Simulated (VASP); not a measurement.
# Al (Fm-3m) in VASP: further runs

Al is run at these levels: PBE; tasks: single point, relaxation of cell and atoms.

All numbers are computed with VASP 6.6.1; they aren't measurements. Logs are shortened: lines on timing, memory, paths and dates and some standing lists are left out, and cuts for length are marked.

## 1. The cell of the first run

The structure is cubic, space group Fm-3m (No. 225). Conventional cell: a = 4.040 Å, b = 4.040 Å, c = 4.040 Å, α = 90.00°, β = 90.00°, γ = 90.00°. Within 3.8 Å of Al (site symmetry m-3m) lie 12 Al at 2.86 Å.

## 2. Single point, PBE

INCAR

```
SYSTEM = Al
PREC     = Accurate       ! precision mode
ENCUT    = 520            ! plane-wave cutoff, eV
EDIFF    = 1E-6           ! SCF threshold, eV
ISMEAR   = -1             ! smearing method
SIGMA    = 0.05           ! smearing width, eV
LREAL    = .FALSE.        ! projectors in reciprocal space
LASPH    = .TRUE.         ! aspherical terms in the spheres
NELM     = 60             ! most SCF steps
ALGO     = Normal         ! electronic algorithm
ISIF     = 2              ! what is computed and relaxed
LWAVE    = .FALSE.        ! write WAVECAR
LCHARG   = .TRUE.         ! write CHGCAR
GGA      = PE             ! functional
LELF     = .TRUE.         ! ELF
LVHAR    = .TRUE.       
NBANDS   = 8              ! bands
```

KPOINTS

```
Automatic mesh
0
G
  17 17 17
  0 0 0
```

POSCAR

```
Al
1.0
    0.0000000000      2.0200343478      2.0200343478
    2.0200343478      0.0000000000      2.0200343478
    2.0200343478      2.0200343478      0.0000000000
Al
1
Direct
    0.0000000000      0.0000000000      0.0000000000
```

Potentials or basis: VASP PAW PBE potentials, release 64 (Al).

Started as:

```sh
> cat potpaw_PBE.64/Al/POTCAR > POTCAR
> mpirun -np 1 vasp_std > vasp.out
```

OUTCAR:

```text
SYSTEM = Al
   PREC = Accurate
   ENCUT = 520
   EDIFF = 1E-6
   ISMEAR = -1
   LREAL = .FALSE.
   LASPH = .TRUE.
   NELM = 60
   ISIF = 2
   GGA = PE

 ion  position               nearest neighbor table
   1  0.000  0.000  0.000-

  LATTYP: Found a face centered cubic cell.
 ALAT       =     4.0400686956

  Lattice vectors:

 A1 = (   0.0000000000,   2.0200343478,   2.0200343478)
 A2 = (   2.0200343478,   0.0000000000,   2.0200343478)
 A3 = (   2.0200343478,   2.0200343478,   0.0000000000)

Analysis of symmetry for initial positions (statically):
=====================================================================
 Subroutine PRICEL returns:
 Original cell was already a primitive cell.

 Routine SETGRP: Setting up the symmetry group for a
 face centered cubic supercell.

 Subroutine GETGRP returns: Found 48 space group operations
 (whereof 48 operations were pure point group operations)
 out of a pool of 48 trial point group operations.

The static configuration has the point symmetry O_h .

Analysis of symmetry for dynamics (positions and initial velocities):
=====================================================================
 Subroutine PRICEL returns:
 Original cell was already a primitive cell.

 Routine SETGRP: Setting up the symmetry group for a
 face centered cubic supercell.

 Subroutine GETGRP returns: Found 48 space group operations
 (whereof 48 operations were pure point group operations)
 out of a pool of 48 trial point group operations.

The dynamic configuration has the point symmetry O_h .

 Subroutine INISYM returns: Found 48 space group operations
 (whereof 48 operations are pure point group operations),
 and found     1 'primitive' translations

----------------------------------------------------------------------------------------

                                     Primitive cell

  volume of cell :      16.4857

  direct lattice vectors                    reciprocal lattice vectors
     0.000000000  2.020034348  2.020034348    -0.247520544  0.247520544  0.247520544
     2.020034348  0.000000000  2.020034348     0.247520544 -0.247520544  0.247520544
     2.020034348  2.020034348  0.000000000     0.247520544  0.247520544 -0.247520544

  length of vectors
     2.856759971  2.856759971  2.856759971     0.428718158  0.428718158  0.428718158

  position of ions in fractional coordinates (direct lattice)
     0.000000000  0.000000000  0.000000000

  ion indices of the primitive-cell ions
   primitive index   ion index
                 1           1

----------------------------------------------------------------------------------------

 KPOINTS: Automatic mesh

Automatic generation of k-mesh.
 Grid dimensions read from file:
 generate k-points for:   17   17   17

 Generating k-lattice:

  Cartesian coordinates                     Fractional coordinates (reciprocal lattice)
    -0.014560032  0.014560032  0.014560032     0.058823529  0.000000000  0.000000000
     0.014560032 -0.014560032  0.014560032     0.000000000  0.058823529  0.000000000
     0.014560032  0.014560032 -0.014560032     0.000000000  0.000000000  0.058823529

  Length of vectors
     0.025218715  0.025218715  0.025218715

  Shift w.r.t. Gamma in fractional coordinates (k-lattice)
     0.000000000  0.000000000  0.000000000

 Subroutine IBZKPT returns following result:
 ===========================================

 Found    165 irreducible k-points:

 Following reciprocal coordinates:
            Coordinates               Weight
  0.000000  0.000000  0.000000      1.000000
  0.058824  0.000000  0.000000      8.000000
  0.117647  0.000000  0.000000      8.000000
  0.176471  0.000000  0.000000      8.000000
  0.235294  0.000000  0.000000      8.000000
  0.294118  0.000000  0.000000      8.000000
[... 16 lines left out ...]
 -0.176471  0.058824  0.000000     24.000000
 -0.117647  0.058824  0.000000     24.000000
 [... further k-points ...]
   k-points           NKPTS =    165   k-points in BZ     NKDIM =    165   number of bands    NBANDS=      8
   number of dos      NEDOS =    301   number of ions     NIONS =      1
   total plane-waves  NPLWV =  13824
   dimension x,y,z NGX =    24 NGY =   24 NGZ =   24
   dimension x,y,z NGXF=    48 NGYF=   48 NGZF=   48
   ions per type =               1
   NGX,Y,Z   is equivalent  to a cutoff of  13.97, 13.97, 13.97 a.u.
   NGXF,Y,Z  is equivalent  to a cutoff of  27.93, 27.93, 27.93 a.u.
 SYSTEM =  Al
   PREC   = accura    normal or accurate (medium, high low for compatibility)
   ISTART =      0    job   : 0-new  1-cont  2-samecut
   ICHARG =      2    charge: 1-file 2-atom 10-const
   ISPIN  =      1    spin polarized calculation?
   LNONCOLLINEAR =      F non collinear calculations
   LSORBIT =      F    spin-orbit coupling
   LASPH  =      T    aspherical Exc in radial PAW
   ENCUT  =  520.0 eV  38.22 Ry    6.18 a.u.   5.31  5.31  5.31*2*pi/ulx,y,z
   NELM   =     60;   NELMIN=  2; NELMDL= -5     # of ELM steps
   EDIFF  = 0.1E-05   stopping-criterion for ELM
   LREAL  =      F    real-space projection
   EDIFFG = 0.1E-04   stopping-criterion for IOM
   NSW    =      0    number of steps for IOM
   IBRION =     -1    ionic relax: 0-MD 1-quasi-New 2-CG
   NFREE  =      0    steps in history (QN), initial steepest desc. (CG)
   ISIF   =      2    stress and relaxation
   ISYM   =      2    0-nonsym 1-usesym 2-fastsym
   POTIM  = 0.5000    time-step for ionic-motion
   TEBEG  =    0.0;   TEEND  =   0.0 temperature during run
   PSTRESS=    0.0 pullay stress
   NELECT =       3.0000    total number of electrons
   NUPDOWN=      -1.0000    fix difference up-down
   EMIN   =  10.00;   EMAX   =-10.00  energy-range for DOS
   EFERMI =   0.00;   METHOD = LEGACY
   ISMEAR =    -1;   SIGMA  =   0.05  broadening in eV -4-tet -1-fermi 0-gaus
   EFERMI_NEDOS =   21; number of points for ismear=-14 and -15
   IALGO  =     38    algorithm
   IMIX   =      4    mixing-type and parameters
     AMIX     =   0.40;   BMIX     =  1.00
     AMIX_MAG =   1.60;   BMIX_MAG =  1.00
  volume/ion in A,a.u.               =      16.49       111.25
  Fermi-wavevector in a.u.,A,eV,Ry     =   0.927712  1.753121 11.709847  0.860650
  Thomas-Fermi vector in A             =   2.053811
   LORBIT       =      0    0 simple, 1 ext, 2 COOP (PROOUT), +10 PAW based schemes
   GGA     = PE    functional components
   LHFCALC =     F    Hartree Fock is set to
   AEXX    =    0.0000 exact exchange contribution
   IVDW    =     0    specifies the selected vdW correction
   LEPSILON=     F    determine dielectric tensor
   LRPA    =     F    only Hartree local field effects (RPA)
 non-spin polarized calculation
  energy-cutoff  :      520.00
  volume of cell :       16.49
 maximum number of plane-waves:       459
 NGX is ok and might be reduce to    24
   NGX = 11   NGY = 11   NGZ = 11

 number of electron       3.0000000 magnetization

 Free energy of the ion-electron system (eV)
  ---------------------------------------------------
  ext. energy  EPLUGINS =         0.00000000
  ---------------------------------------------------
  free energy    TOTEN  =        -3.74989869 eV

  energy without entropy =       -3.74618012  energy(sigma->0) =       -3.74803941

 E-fermi :   8.0124     XC(G=0): -10.1996

 val. band max:        7.9858223185   @ k =  -0.3529   0.3529   0.0000
 cond. band min:       8.0204090912   @ k =  -0.3529   0.4706   0.1765
 fundamental gap:      0.0345867727
 Fermi energy:         8.0123652028

 k-point     1 :       0.0000    0.0000    0.0000
  band No.  band energies     occupation
      1      -3.1311      2.00000
      2      20.6334      0.00000
      3      20.6334      0.00000
      4      20.6334      0.00000
      5      22.1319      0.00000
      6      22.1319      0.00000
      7      22.1319      0.00000
      8      24.4817      0.00000

 k-point     2 :       0.0588    0.0000    0.0000
  band No.  band energies     occupation
      1      -3.0369      2.00000
      2      18.9900      0.00000
      3      20.2929      0.00000
      4      20.2929      0.00000
      5      22.6190      0.00000
      6      22.6190      0.00000
      7      22.7247      0.00000
      8      25.4657      0.00000

 k-point     3 :       0.1176    0.0000    0.0000
  band No.  band energies     occupation
      1      -2.7549      2.00000
      2      16.6273      0.00000
      3      19.7534      0.00000
      4      19.7534      0.00000
      5      22.7539      0.00000
      6      23.5557      0.00000
      7      23.5557      0.00000
      8      25.8138      0.00000

 k-point     4 :       0.1765    0.0000    0.0000
  band No.  band energies     occupation
      1      -2.2862      2.00000
      2      14.2663      0.00000
      3      19.2986      0.00000
      4      19.2986      0.00000
      5      22.5726      0.00000
      6      23.9880      0.00000
      7      23.9880      0.00000
      8      25.3660      0.00000

 k-point     5 :       0.2353    0.0000    0.0000
  band No.  band energies     occupation
      1      -1.6325      2.00000
      2      11.9986      0.00000
      3      18.9802      0.00000
      4      18.9802      0.00000
      5      22.4028      0.00000
      6      23.0411      0.00000
      7      23.0411      0.00000
      8      26.5390      0.00000

 k-point     6 :       0.2941    0.0000    0.0000
  band No.  band energies     occupation
      1      -0.7965      2.00000
      2       9.8560      0.00000
      3      18.8115      0.00000
      4      18.8115      0.00000
      5      22.0066      0.00000
      6      22.0066      0.00000
      7      22.3264      0.00000
      8      26.0035      0.00000

 k-point     7 :       0.3529    0.0000    0.0000
  band No.  band energies     occupation
      1       0.2188      2.00000
      2       7.8544      1.91851
      3      18.7975      0.00000
      4      18.7975      0.00000
      5      21.0892      0.00000
      6      21.0892      0.00000
      7      22.3836      0.00000
      8      25.0455      0.00000
[... 133 lines left out ...]
 k-point    20 :      -0.3529    0.0588    0.0000
  band No.  band energies     occupation
      1       0.6779      2.00000
      2       7.2963      2.00000
      3      17.0340      0.00000
      4      19.6543      0.00000
      5      20.1399      0.00000
      6      21.1687      0.00000
      7      23.1270      0.00000
      8      25.7035      0.00000

 k-point    21 :      -0.2941    0.0588    0.0000
  band No.  band energies     occupation
      1      -0.3957      2.00000
      2       9.2451      0.00000
      3      17.0004      0.00000
      4      20.0598      0.00000
      5      20.5712      0.00000
      6      22.0492      0.00000
      7      23.0216      0.00000
      8      26.5326      0.00000

 k-point    22 :      -0.2353    0.0588    0.0000
  band No.  band energies     occupation
      1      -1.2913      2.00000
      2      11.3360      0.00000
      3      17.1296      0.00000
      4      20.1777      0.00000
      5      21.5808      0.00000
      6      22.9270      0.00000
      7      23.1823      0.00000
      8      25.9004      0.00000

 k-point    23 :      -0.1765    0.0588    0.0000
  band No.  band energies     occupation
      1      -2.0057      2.00000
      2      13.5513      0.00000
      3      17.4219      0.00000
      4      20.4241      0.00000
      5      22.6629      0.00000
      6      23.1189      0.00000
      7      24.1983      0.00000
      8      24.5369      0.00000

 k-point    24 :      -0.1176    0.0588    0.0000
  band No.  band energies     occupation
      1      -2.5360      2.00000
      2      15.8488      0.00000
      3      17.8855      0.00000
      4      20.7564      0.00000
      5      22.8618      0.00000
      6      23.2360      0.00000
      7      24.4072      0.00000
      8      24.6031      0.00000

 [... further k-points ...]
[... 5 lines left out ...]
  --------------------------------------------------------------------------------------
  -------------------------------------------------------------------------------------
  Total       -0.0036621     -0.0036621     -0.0036621      0.0000000      0.0000000     -0.0000000
  in kB       -0.3559016     -0.3559016     -0.3559016      0.0000000      0.0000000     -0.0000000
  external PRESSURE =      -0.3559016 kB  Pullay stress =       0.0000000 kB

 VOLUME and BASIS-vectors are now :
 -----------------------------------------------------------------------------
  energy-cutoff  :      520.00
  volume of cell :       16.49
      direct lattice vectors                 reciprocal lattice vectors
     0.000000000  2.020034348  2.020034348    -0.247520544  0.247520544  0.247520544
     2.020034348  0.000000000  2.020034348     0.247520544 -0.247520544  0.247520544
     2.020034348  2.020034348  0.000000000     0.247520544  0.247520544 -0.247520544

 POSITION                                       TOTAL-FORCE (eV/Angst)
 -----------------------------------------------------------------------------------
      0.00000      0.00000      0.00000        -0.000000      0.000000      0.000000
 -----------------------------------------------------------------------------------
    total drift:                                0.000000     -0.000000     -0.000000

  FREE ENERGIE OF THE ION-ELECTRON SYSTEM (eV)
  ---------------------------------------------------
  free  energy   TOTEN  =        -3.7498986905 eV

  energy  without entropy=       -3.7461801226  energy(sigma->0) =       -3.74803941
```

It took 6 s on 1 thread of Intel Xeon 6975P-C (Granite Rapids), shared host; peak memory 0.14 GiB.

Results:

```
Free energy : -3.7499 eV
Pressure    : 0.0 GPa
```

## 3. Relaxation of cell and atoms, PBE

This run uses another cell than the first one, of 13.09 Å³/atom, 0.794 times its volume.

INCAR

```
PREC = Accurate ; ENCUT = 600
EDIFF = 1E-6 ; ISMEAR = -1
SIGMA = 0.05 ; LREAL = F
LASPH = T ; NELM = 60
ALGO = Normal ; ISIF = 3
LWAVE = F ; LCHARG = F
GGA = PE ; IBRION = 2
NSW = 100 ; EDIFFG = -0.005
```

KPOINTS

```
Automatic mesh
0
Gamma
  17 17 17
```

POSCAR

```
Al
1.0
    0.0000000000      1.8704843161      1.8704843161
    1.8704843161      0.0000000000      1.8704843161
    1.8704843161      1.8704843161      0.0000000000
Al
1
Direct
    0.0000000000      0.0000000000      0.0000000000
```

Potentials or basis: VASP PAW PBE potentials, release 64 (Al).

Started as:

```sh
> cat potpaw_PBE.64/Al/POTCAR > POTCAR
> mpirun -np 1 vasp_std > vasp.out
```

It took 9.2 s on 1 thread of Intel Xeon 6975P-C (Granite Rapids), shared host; peak memory 0.14 GiB.

Results (log left out):

| Property | Result |
| --- | --- |
| Free energy | -3.7498 eV |
| Relaxed volume | 16.48 Å³/atom |
| Relaxed cell | a = 2.856 Å, b = 2.856 Å, c = 2.856 Å, α = 60.00°, β = 60.00°, γ = 60.00° |
| Space group after relaxing (to 0.05 Å) | Fm-3m (No. 225) |
| Energy gained by relaxing | 260.2 meV/atom |
| Ionic steps | 5 |
| Pressure after relaxing | 0.0 GPa |

The path:
| step | energy change (eV) | largest force (eV/Å) | pressure (GPa) | volume (Å³) |
| --- | --- | --- | --- | --- |
| 1 | 0.0000 | 0.0000 | 30.24 | 13.09 |
| 2 | -0.2181 | 0.0000 | -6.51 | 18.35 |
| 3 | -0.2602 | 0.0000 | 0.17 | 16.44 |
| 4 | -0.2602 | 0.0000 | -0.17 | 16.51 |
| 5 | -0.2602 | 0.0000 | 0.00 | 16.48 |

Final structure:
```
Al
1.0
     0.00000    2.01960    2.01960
     2.01960    0.00000    2.01960
     2.01960    2.01960    0.00000
Al
1
Direct
  0.00000 0.00000 0.00000
```

Levels at points of the mesh, in eV from the Fermi level:
```tsv
k point	band 1	band 2	band 3	band 4
(0.00, 0.00, 0.00)	-11.15	12.62	12.62	12.62
```

Caveat: the volume moved by over 15 % at a fixed basis, so the end points are rough.
